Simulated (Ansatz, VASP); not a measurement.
## SnSe: VASP beside Ansatz

```xyz
2
Lattice="0.0000 2.9726 2.9726 2.9726 0.0000 2.9726 2.9726 2.9726 0.0000" Properties=species:S:1:pos:R:3 pbc="T T T"
Sn    0.0000    0.0000    0.0000
Se    2.9726    2.9726    2.9726
```

Alike in both runs: functional PBEsol; k mesh 8 × 8 × 8; occupations gaussian, width 0.02 eV; no spin polarisation.

Ansatz relaxed the structure, and its values are those at the end. VASP's run is a single point on that final structure, the one shown.

|  | VASP | Ansatz |
| --- | --- | --- |
| version | VASP 6.6.1 | Ansatz 0.2.0 |
| potentials or method | VASP PAW PBE potentials, release 64 (Sn_d, Se), cutoff 500 eV | scalar-relativistic, plane waves, PAW |
| valence electrons in the cell | 20 | 30 |

```csv
,VASP,Ansatz,Ansatz less VASP
gap on the k mesh at the Fermi level (eV),0.75,0.75,-0.001
least direct gap on the mesh (eV),0.82,0.82,-0.002
pressure (GPa),0.0,0.0,-0.02
```

VASP's potentials were made for PBE, not for PBEsol. VASP's potentials hold 20 valence electrons a cell and Ansatz's 30, so a difference there can come from the potentials and not from the codes.
